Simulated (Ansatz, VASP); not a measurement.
SiH6C in VASP and in Ansatz

INCAR

```
ALGO     = Normal         # electronic algorithm
EDIFF    = 1E-7           # SCF threshold, eV
EDIFFG   = -0.01          # ionic threshold
ENCUT    = 520            # plane-wave cutoff, eV
GGA      = PE             # functional
IBRION   = 2              # ionic algorithm
ISIF     = 2              # what is computed and relaxed
ISMEAR   = 0              # smearing method
ISYM     = 0            
IVDW     = 12             # dispersion correction
LASPH    = T              # aspherical terms in the spheres
LCHARG   = F              # write CHGCAR
LREAL    = F              # projectors in reciprocal space
LWAVE    = F              # write WAVECAR
NELM     = 60             # most SCF steps
NSW      = 100            # ionic steps
PREC     = Accurate       # precision mode
SIGMA    = 0.005          # smearing width, eV
```

File KPOINTS:

```
k-points
0
Gamma
  1 1 1
```

POSCAR

```
SiH6C
1.0
   14.0000000000      0.0000000000      0.0000000000
    0.0000000000     14.5000000000      0.0000000000
    0.0000000000      0.0000000000     15.0000000000
C Si H
1 1 6
Direct
    0.4292046264      0.4796516197      0.4896307152
    0.5595979378      0.4962410555      0.4863902034
    0.3974432848      0.5281624509      0.5389549302
    0.4107060309      0.4092372835      0.5083475888
    0.3982658278      0.4937954796      0.4234629748
    0.5822701822      0.5907627165      0.4611727700
    0.6025567152      0.4315913409      0.4225520270
    0.6002961437      0.4777177483      0.5774479730
```

Input for Ansatz:

```yaml
crystal:
  lattice:
    - [14.0, 0.0, 0.0]
    - [0.0, 14.5, 0.0]
    - [0.0, 0.0, 15.0]
  atoms:
    - { symbol: C, position: [0.4292046264, 0.4796516197, 0.4896307152] }
    - { symbol: Si, position: [0.5595979378, 0.4962410555, 0.4863902034] }
    - { symbol: H, position: [0.3974432848, 0.5281624509, 0.5389549302] }
    - { symbol: H, position: [0.4107060309, 0.4092372835, 0.5083475888] }
    - { symbol: H, position: [0.3982658278, 0.4937954796, 0.4234629748] }
    - { symbol: H, position: [0.5822701822, 0.5907627165, 0.46117277] }
    - { symbol: H, position: [0.6025567152, 0.4315913409, 0.422552027] }
    - { symbol: H, position: [0.6002961437, 0.4777177483, 0.577447973] }
  symmetry: { detect: false }
basis:
  ecutwfc: 420
kpoints:
  mp_grid: { grid: [1, 1, 1] }
hamiltonian:
  xc: pbe
  dispersion: d3bj
scf:
  occupations: { method: gaussian, width: 0.005 }
output:
  forces: true
  eigenvalues: true
relax:
  adjacent_minimum: "off"
  f_tol: 0.01
  max_steps: 120
```

Alike in both runs: task relaxation of the atoms; functional PBE; dispersion D3(BJ); k mesh 1 × 1 × 1; occupations gaussian, width 0.005 eV; no spin polarisation.

|  | VASP | Ansatz |
| --- | --- | --- |
| version | VASP 6.6.1 | Ansatz 0.2.0 |
| potentials or method | VASP PAW PBE potentials, release 64 (C, Si, H), cutoff 520 eV | scalar-relativistic, plane waves, PAW |
| valence electrons in the cell | 14 | 14 |

```tsv
	VASP	Ansatz	Ansatz less VASP
gap on the k mesh at the Fermi level, each at its own relaxed structure (eV)	7.20	7.20	-0.002
```
